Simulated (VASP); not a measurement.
# Ga (Immm) in VASP: a series of runs, part 2 of 2

VASP 6.6.1.

### 3 Single point, PBEsol (strain -0.0050 x Voigt [0, 1, 0, 0, 0, 0])

The input, INCAR:

```
SYSTEM = Ga
PREC     = Accurate       ! precision mode
ENCUT    = 520            ! plane-wave cutoff, eV
EDIFF    = 1E-7           ! SCF threshold, eV
ISMEAR   = 0              ! smearing method
SIGMA    = 0.15           ! smearing width, eV
LREAL    = .FALSE.        ! projectors in reciprocal space
LASPH    = .TRUE.         ! aspherical terms in the spheres
NELM     = 60             ! most SCF steps
ALGO     = Fast           ! electronic algorithm
ISIF     = 2              ! what is computed and relaxed
LWAVE    = .FALSE.        ! write WAVECAR
LCHARG   = .FALSE.        ! write CHGCAR
GGA      = PS             ! functional
NBANDS   = 12             ! bands
```

The input, KPOINTS:

```
regular mesh
0
G
  24 24 24
  0 0 0
```

The input, POSCAR:

```
Ga
1.0
   -1.4040000000      1.3969800000      2.2290000000
    1.4040000000     -1.3969800000      2.2290000000
    1.4040000000      1.3969800000     -2.2290000000
Ga
1
Direct
    0.0000000000      0.0000000000      0.0000000000
```

Potentials or basis: VASP PAW PBE potentials, release 64 (Ga_d).

Started as:

```sh
> cat potpaw_PBE.64/Ga_d/POTCAR > POTCAR
> mpirun -np 1 vasp_std > vasp.out
```

OUTCAR:

```text
SYSTEM = Ga
   PREC = Accurate
   ENCUT = 520
   EDIFF = 1E-7
   ISMEAR = 0
   LREAL = .FALSE.
   LASPH = .TRUE.
   NELM = 60
   ISIF = 2
   GGA = PS

 ion  position               nearest neighbor table
   1  0.000  0.000  0.000-

  LATTYP: Found a body centered orthorhombic cell.
 ALAT       =     2.7939600000
 B/A-ratio  =     1.0050251256
 C/A-ratio  =     1.5955847614

  Lattice vectors:

 A1 = (   1.4040000000,  -1.3969800000,  -2.2290000000)
 A2 = (  -1.4040000000,   1.3969800000,  -2.2290000000)
 A3 = (   1.4040000000,   1.3969800000,   2.2290000000)

Analysis of symmetry for initial positions (statically):
=====================================================================
 Subroutine PRICEL returns:
 Original cell was already a primitive cell.

 Routine SETGRP: Setting up the symmetry group for a
 body centered orthorhombic supercell.

 Subroutine GETGRP returns: Found  8 space group operations
 (whereof  8 operations were pure point group operations)
 out of a pool of  8 trial point group operations.

The static configuration has the point symmetry D_2h.

Analysis of symmetry for dynamics (positions and initial velocities):
=====================================================================
 Subroutine PRICEL returns:
 Original cell was already a primitive cell.

 Routine SETGRP: Setting up the symmetry group for a
 body centered orthorhombic supercell.

 Subroutine GETGRP returns: Found  8 space group operations
 (whereof  8 operations were pure point group operations)
 out of a pool of  8 trial point group operations.

The dynamic configuration has the point symmetry D_2h.

 Subroutine INISYM returns: Found  8 space group operations
 (whereof  8 operations are pure point group operations),
 and found     1 'primitive' translations

----------------------------------------------------------------------------------------

                                     Primitive cell

  volume of cell :      17.4875

  direct lattice vectors                    reciprocal lattice vectors
    -1.404000000  1.396980000  2.229000000     0.000000000  0.357914931  0.224315837
     1.404000000 -1.396980000  2.229000000     0.356125356  0.000000000  0.224315837
     1.404000000  1.396980000 -2.229000000     0.356125356  0.357914931  0.000000000

  length of vectors
     2.981813227  2.981813227  2.981813227     0.422398736  0.420883433  0.504904315

  position of ions in fractional coordinates (direct lattice)
     0.000000000  0.000000000  0.000000000

  ion indices of the primitive-cell ions
   primitive index   ion index
                 1           1

----------------------------------------------------------------------------------------

 KPOINTS: regular mesh

Automatic generation of k-mesh.
 Grid dimensions read from file:
 generate k-points for:   24   24   24

 Generating k-lattice:

  Cartesian coordinates                     Fractional coordinates (reciprocal lattice)
     0.000000000  0.014913122  0.009346493     0.041666667 -0.000000000  0.000000000
     0.014838557  0.000000000  0.009346493    -0.000000000  0.041666667  0.000000000
     0.014838557  0.014913122  0.000000000     0.000000000  0.000000000  0.041666667

  Length of vectors
     0.017599947  0.017536810  0.021037680

  Shift w.r.t. Gamma in fractional coordinates (k-lattice)
     0.000000000  0.000000000  0.000000000

 Subroutine IBZKPT returns following result:
 ===========================================

 Found   1963 irreducible k-points:

 Following reciprocal coordinates:
            Coordinates               Weight
  0.000000  0.000000  0.000000      1.000000
  0.041667 -0.000000  0.000000      4.000000
  0.083333  0.000000 -0.000000      4.000000
  0.125000 -0.000000  0.000000      4.000000
  0.166667  0.000000 -0.000000      4.000000
  0.208333  0.000000 -0.000000      4.000000
[... 16 lines left out ...]
  0.375000  0.041667  0.000000      8.000000
  0.416667  0.041667 -0.000000      8.000000
 [... further k-points ...]
   k-points           NKPTS =   1963   k-points in BZ     NKDIM =   1963   number of bands    NBANDS=     12
   number of dos      NEDOS =    301   number of ions     NIONS =      1
   total plane-waves  NPLWV =  13824
   dimension x,y,z NGX =    24 NGY =   24 NGZ =   24
   dimension x,y,z NGXF=    48 NGYF=   48 NGZF=   48
   ions per type =               1
   NGX,Y,Z   is equivalent  to a cutoff of  13.38, 13.38, 13.38 a.u.
   NGXF,Y,Z  is equivalent  to a cutoff of  26.76, 26.76, 26.76 a.u.
 SYSTEM =  Ga
   PREC   = accura    normal or accurate (medium, high low for compatibility)
   ISTART =      0    job   : 0-new  1-cont  2-samecut
   ICHARG =      2    charge: 1-file 2-atom 10-const
   ISPIN  =      1    spin polarized calculation?
   LNONCOLLINEAR =      F non collinear calculations
   LSORBIT =      F    spin-orbit coupling
   LASPH  =      T    aspherical Exc in radial PAW
   ENCUT  =  520.0 eV  38.22 Ry    6.18 a.u.   5.54  5.54  5.54*2*pi/ulx,y,z
   NELM   =     60;   NELMIN=  2; NELMDL= -5     # of ELM steps
   EDIFF  = 0.1E-06   stopping-criterion for ELM
   LREAL  =      F    real-space projection
   EDIFFG = 0.1E-05   stopping-criterion for IOM
   NSW    =      0    number of steps for IOM
   IBRION =     -1    ionic relax: 0-MD 1-quasi-New 2-CG
   NFREE  =      0    steps in history (QN), initial steepest desc. (CG)
   ISIF   =      2    stress and relaxation
   ISYM   =      2    0-nonsym 1-usesym 2-fastsym
   POTIM  = 0.5000    time-step for ionic-motion
   TEBEG  =    0.0;   TEEND  =   0.0 temperature during run
   PSTRESS=    0.0 pullay stress
   NELECT =      13.0000    total number of electrons
   NUPDOWN=      -1.0000    fix difference up-down
   EMIN   =  10.00;   EMAX   =-10.00  energy-range for DOS
   EFERMI =   0.00;   METHOD = LEGACY
   ISMEAR =     0;   SIGMA  =   0.15  broadening in eV -4-tet -1-fermi 0-gaus
   EFERMI_NEDOS =   21; number of points for ismear=-14 and -15
   IALGO  =     68    algorithm
   IMIX   =      4    mixing-type and parameters
     AMIX     =   0.40;   BMIX     =  1.00
     AMIX_MAG =   1.60;   BMIX_MAG =  1.00
  volume/ion in A,a.u.               =      17.49       118.01
  Fermi-wavevector in a.u.,A,eV,Ry     =   1.483019  2.802500 29.923926  2.199347
  Thomas-Fermi vector in A             =   2.596733
   LORBIT       =      0    0 simple, 1 ext, 2 COOP (PROOUT), +10 PAW based schemes
   GGA     = PS    functional components
   LHFCALC =     F    Hartree Fock is set to
   AEXX    =    0.0000 exact exchange contribution
   IVDW    =     0    specifies the selected vdW correction
   LEPSILON=     F    determine dielectric tensor
   LRPA    =     F    only Hartree local field effects (RPA)
 non-spin polarized calculation
 RMM-DIIS sequential band-by-band and
 Gauss-broadening in eV      SIGMA  =   0.15
  energy-cutoff  :      520.00
  volume of cell :       17.49
 maximum number of plane-waves:       485
 NGX is ok and might be reduce to    24
   NGX = 11   NGY = 11   NGZ = 11

 number of electron      12.9999997 magnetization

 Free energy of the ion-electron system (eV)
  ---------------------------------------------------
  ext. energy  EPLUGINS =         0.00000000
  ---------------------------------------------------
  free energy    TOTEN  =        -3.33615226 eV

  energy without entropy =       -3.33158787  energy(sigma->0) =       -3.33387007

 E-fermi :   6.1308     XC(G=0): -11.5365

 val. band max:        6.1303692946   @ k =  -0.3333  -0.4583   0.3333
 cond. band min:       6.1378088358   @ k =   0.0833   0.3333  -0.0000
 fundamental gap:      0.0074395412
 Fermi energy:         6.1307991710

 k-point     1 :       0.0000    0.0000    0.0000
  band No.  band energies     occupation
      1      -8.8794      2.00000
      2      -8.7439      2.00000
      3      -8.7381      2.00000
      4      -8.7197      2.00000
      5      -8.5746      2.00000
      6      -5.5235      2.00000
      7      19.1062      0.00000
      8      19.2331      0.00000
      9      19.2919      0.00000
     10      22.6069      0.00000
     11      22.6498      0.00000
     12      23.2009      0.00000
[... 331 lines left out ...]
 k-point    24 :       0.4167    0.0417   -0.0000
  band No.  band energies     occupation
      1      -8.8849      2.00000
      2      -8.8341      2.00000
      3      -8.7248      2.00000
      4      -8.5491      2.00000
      5      -8.5133      2.00000
      6      -0.3429      2.00000
      7       3.7091      2.00000
      8      14.9151      0.00000
      9      17.3597      0.00000
     10      19.2385      0.00000
     11      21.0372      0.00000
     12      23.1665      0.00000

 [... further k-points ...]
[... 5 lines left out ...]
  --------------------------------------------------------------------------------------
  -------------------------------------------------------------------------------------
  Total        0.0799574      0.0826419      0.0796989     -0.0000000      0.0000000      0.0000000
  in kB        7.3255776      7.5715251      7.3018950     -0.0000000      0.0000000      0.0000000
  external PRESSURE =       7.3996659 kB  Pullay stress =       0.0000000 kB

 VOLUME and BASIS-vectors are now :
 -----------------------------------------------------------------------------
  energy-cutoff  :      520.00
  volume of cell :       17.49
      direct lattice vectors                 reciprocal lattice vectors
    -1.404000000  1.396980000  2.229000000     0.000000000  0.357914931  0.224315837
     1.404000000 -1.396980000  2.229000000     0.356125356  0.000000000  0.224315837
     1.404000000  1.396980000 -2.229000000     0.356125356  0.357914931  0.000000000

 POSITION                                       TOTAL-FORCE (eV/Angst)
 -----------------------------------------------------------------------------------
      0.00000      0.00000      0.00000         0.000000      0.000000     -0.000000
 -----------------------------------------------------------------------------------
    total drift:                                0.000000     -0.000000      0.000000

  FREE ENERGIE OF THE ION-ELECTRON SYSTEM (eV)
  ---------------------------------------------------
  free  energy   TOTEN  =        -3.3361522605 eV

  energy  without entropy=       -3.3315878741  energy(sigma->0) =       -3.33387007
```

Run time: 4.4 min. Hardware: 1 thread of AMD EPYC 9R45 (Zen 5), shared host; peak memory 0.45 GiB.

What came out:

* Free energy: -3.3362 eV
* Pressure: 0.7 GPa

Levels at points of the mesh, in eV from the Fermi level:
```tsv
k point	band 3	band 4	band 5	band 6	band 7	band 8	band 9	band 10
(0.00, 0.00, 0.00)	-14.87	-14.85	-14.71	-11.65	12.98	13.10	13.16	16.48
(0.50, 0.00, 0.00)	-14.86	-14.67	-14.63	-4.94	-4.32	8.75	11.93	12.87
(0.00, 0.50, 0.00)	-14.85	-14.67	-14.63	-5.01	-4.34	8.73	12.06	12.82
(0.50, 0.50, 0.00)	-14.67	-14.67	-14.55	-2.27	-1.30	4.13	5.06	8.25
(0.50, 0.50, 0.50)	-14.64	-14.63	-14.63	-3.87	-3.73	6.51	6.70	9.85
```

Caveat: the cell differs from its parent crystal (strain -0.0050 x Voigt [0, 1, 0, 0, 0, 0]); the PAW data sets were made with another functional, which shifts forces and pressure a little.
